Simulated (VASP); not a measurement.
Here is a VASP 6.6.1 calculation.

File INCAR:

```
PREC = Accurate
ENCUT = 520
EDIFF = 1E-6
ISMEAR = 0
SIGMA = 0.1
LREAL = F
LASPH = T
NELM = 80
ALGO = Normal
ISIF = 2
LWAVE = F
LCHARG = F
GGA = CA
NBANDS = 11
```

KPOINTS

```
regular mesh
0
Gamma
  19 19 19
```

The input POSCAR:

```
Pt
1.0
    0.0000000000      1.9467584858      1.9467584858
    1.9467584858      0.0000000000      1.9467584858
    1.9467584858      1.9467584858      0.0000000000
Pt
1
Direct
    0.0000000000      0.0000000000      0.0000000000
```

Potentials or basis: VASP PAW LDA potentials, release 64 (Pt).

The run is started by

```bash
$ cat potpaw_LDA.64/Pt/POTCAR > POTCAR
$ mpirun -np 1 vasp_std > vasp.out
```

(1) What does it give for the pressure?

(2) Estimate the band gap on the k mesh.

Answers

(1) 0.8 GPa.

(2) zero (bands 5 and 6 overlap by 2.28 eV).

Caveat: spin-orbit coupling is left out, which moves the levels of the heavy elements.
